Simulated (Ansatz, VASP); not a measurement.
Two plane-wave programs on CaO

INCAR

```
PREC = Accurate
ENCUT = 600
EDIFF = 1E-6
ISMEAR = 0
SIGMA = 0.02
LREAL = F
LASPH = T
NELM = 80
ALGO = Normal
ISIF = 3
LWAVE = F
LCHARG = F
GGA = PE
IBRION = 2
NSW = 100
EDIFFG = -0.01
```

Contents of KPOINTS:

```
Automatic mesh
0
Gamma
  8 8 8
```

Contents of POSCAR:

```
CaO
1.0
    2.9342716779      0.0000000000      0.0000000000
    0.0000000000      2.9342716779      0.0000000000
    0.0000000000      0.0000000000      2.9342716779
Ca O
1 1
Direct
    0.5000000000      0.5000000000      0.5000000000
    0.0000000000      0.0000000000      0.0000000000
```

Input for Ansatz:

```yaml
crystal:
  lattice:
    - [2.9342716779, 0.0, 0.0]
    - [0.0, 2.9342716779, 0.0]
    - [0.0, 0.0, 2.9342716779]
  atoms:
    - { symbol: Ca, position: [0.5, 0.5, 0.5] }
    - { symbol: O, position: [0.0, 0.0, 0.0] }
basis:
  ecutwfc: 420
kpoints:
  mp_grid: { grid: [8, 8, 8] }
hamiltonian:
  xc: pbe
scf:
  occupations: { method: gaussian, width: 0.02 }
output:
  forces: true
  stress: true
  eigenvalues: true
relax:
  adjacent_minimum: "off"
  f_tol: 0.01
  max_steps: 80
  cell: { stress_tol: 0.05 }
```

Change from the starting cell: species swapped into the SrCd type (Pm-3m, No. 221).

Alike in both runs: task relaxation of cell and atoms; functional PBE; k mesh 8 × 8 × 8; occupations gaussian, width 0.02 eV; no spin polarisation.

|  | VASP | Ansatz |
| --- | --- | --- |
| version | VASP 6.6.1 | Ansatz 0.2.0 |
| potentials or method | VASP PAW PBE potentials, release 64 (Ca_sv, O), cutoff 600 eV | scalar-relativistic, plane waves, PAW |
| valence electrons in the cell | 16 | 16 |

|  | VASP | Ansatz | Ansatz less VASP |
| --- | --- | --- | --- |
| gap on the k mesh at the Fermi level, each at its own relaxed structure (eV) | 2.77 | 2.78 | +0.011 |
| relaxed volume (Å³/atom) | 12.70 | 12.63 | -0.067 |
| relaxed cell length with the largest relative difference (Å) | 2.939 | 2.934 | -0.0052 |
